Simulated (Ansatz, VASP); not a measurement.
## One calculation of SrB, two programs

The input INCAR:

```
  ALGO = Normal
  EDIFF = 1E-6
  ENCUT = 520
  GGA = PS
  ISIF = 2
  ISMEAR = 0
  LASPH = T
  LCHARG = T
  LELF = T
  LREAL = F
  LVHAR = T
  LWAVE = F
  NBANDS = 14
  NELM = 100
  PREC = Accurate
  SIGMA = 0.05
```

Contents of KPOINTS:

```
k-points
0
Gamma
  10 10 10
```

POSCAR

```
SrB
1.0
    0.0000000000      2.9072281674      2.9072281674
    2.9072281674      0.0000000000      2.9072281674
    2.9072281674      2.9072281674      0.0000000000
Sr B
1 1
Direct
    0.5000000000      0.5000000000      0.5000000000
    0.0000000000      0.0000000000      0.0000000000
```

Input for Ansatz:

```yaml
crystal:
  lattice:
    - [0.0, 2.9072281674, 2.9072281674]
    - [2.9072281674, 0.0, 2.9072281674]
    - [2.9072281674, 2.9072281674, 0.0]
  atoms:
    - { symbol: Sr, position: [0.5, 0.5, 0.5] }
    - { symbol: B, position: [0.0, 0.0, 0.0] }
basis:
  ecutwfc: 420
  ecutrho_ratio: 4
kpoints:
  mp_grid: { grid: [10, 10, 10] }
hamiltonian:
  xc: pbesol
scf:
  occupations: { method: gaussian, width: 0.05 }
output:
  forces: true
  stress: true
  eigenvalues: true
```

Alike in both runs: task single point; functional PBEsol; k mesh 10 × 10 × 10; occupations gaussian, width 0.05 eV; no spin polarisation.

|  | VASP | Ansatz |
| --- | --- | --- |
| version | VASP 6.6.1 | Ansatz 0.2.0 |
| potentials or method | VASP PAW PBE potentials, release 64 (Sr_sv, B), cutoff 520 eV | scalar-relativistic, plane waves, PAW |
| valence electrons in the cell | 13 | 13 |

Ansatz gave:

```
gap on the k mesh at the Fermi level (eV) : none
pressure (GPa)                            : 1.4
```

Question: What did VASP give for the same quantities?

Answer: gap on the k mesh at the Fermi level (eV): none; pressure (GPa): 1.5.

VASP's potentials were made for PBE, not for PBEsol. A gap of «none» marks a metal or a gap that the smearing closes.
